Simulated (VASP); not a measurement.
# MnCl3: single point with PBEsol

The system is MnCl3.

```
Mn Cl
1.0
     4.69376    0.00000    0.00000
     0.00000    4.69376    0.00000
     0.00000    0.00000    4.69376
Mn Cl
1 3
Direct
  0.00000 0.00000 0.00000
  0.50000 0.00000 0.00000
  0.00000 0.00000 0.50000
  0.00000 0.50000 0.00000
```

This cell differs from its parent crystal: volume scaled by 1.020.

| Quantity | Value |
| --- | --- |
| Program | VASP 6.6.1 |
| Task | single point |
| Functional | PBEsol |
| Potentials or basis | VASP PAW PBE potentials, release 64 (Mn_pv, Cl) |
| Cutoff | 520 eV |
| k mesh | 6 × 6 × 6 |
| Occupations | gaussian, width 0.05 eV |
| Spin | collinear spin, ferromagnetic start |
| Starting moments | [3.83, 0.0, 0.0, 0.0] μB |
| Dipole correction | no |
| Further INCAR settings | ALGO = Normal; EDIFF = 1e-07; NBANDS = 29 |

```
Pressure                                              : -0.9 GPa
Band gap on the k mesh                                : zero (filled and empty bands overlap)
Net moment                                            : 4.03 μB per cell
Site moments                                          : Mn +3.67; Cl +0.04 μB
Valence electrons inside the program's atomic spheres : Mn 11.38; Cl 5.08
```

Levels at points of the mesh, in eV from the Fermi level:
Spin up:
```tsv
k point	band 16	band 17	band 18	band 19	band 20	band 21	band 22	band 23
(0.00, 0.00, 0.00)	-1.13	-1.13	-0.85	-0.85	-0.85	4.26	6.39	9.45
(0.50, 0.00, 0.00)	-0.95	-0.95	-0.58	-0.58	-0.18	7.52	8.46	8.54
(0.50, 0.50, 0.00)	-0.93	-0.57	-0.57	-0.17	2.05	8.66	8.66	9.07
(0.50, 0.50, 0.50)	-0.16	-0.16	-0.16	2.06	2.06	7.09	7.45	7.45
```
Spin down:
| k point | band 11 | band 12 | band 13 | band 14 | band 15 | band 16 | band 17 | band 18 | band 19 | band 20 |
| --- | --- | --- | --- | --- | --- | --- | --- | --- | --- | --- |
| (0.00, 0.00, 0.00) | -1.00 | -1.00 | -0.76 | -0.76 | -0.76 | 1.01 | 1.01 | 1.01 | 1.36 | 1.36 |
| (0.50, 0.00, 0.00) | -1.94 | -1.94 | -1.22 | -0.84 | -0.84 | 1.03 | 1.36 | 2.03 | 2.03 | 2.36 |
| (0.50, 0.50, 0.00) | -1.91 | -1.91 | -1.59 | -1.59 | -0.04 | 1.73 | 2.03 | 2.03 | 2.26 | 4.23 |
| (0.50, 0.50, 0.50) | -3.22 | -3.22 | -0.03 | -0.03 | -0.03 | 2.27 | 2.27 | 2.27 | 4.24 | 4.24 |

Wall time 51 s on 1 thread of Intel(R) Xeon(R) Platinum 8559C (Emerald Rapids), with other jobs on the host, peak memory 0.27 GiB.

Caveat: the PAW data sets were made with another functional, which shifts forces and pressure a little; a cell with one magnetic atom can't hold antiferromagnetic order, which such compounds often take; semilocal functionals often make such compounds metallic where correlation or magnetic order opens a gap, which also shifts bond lengths.
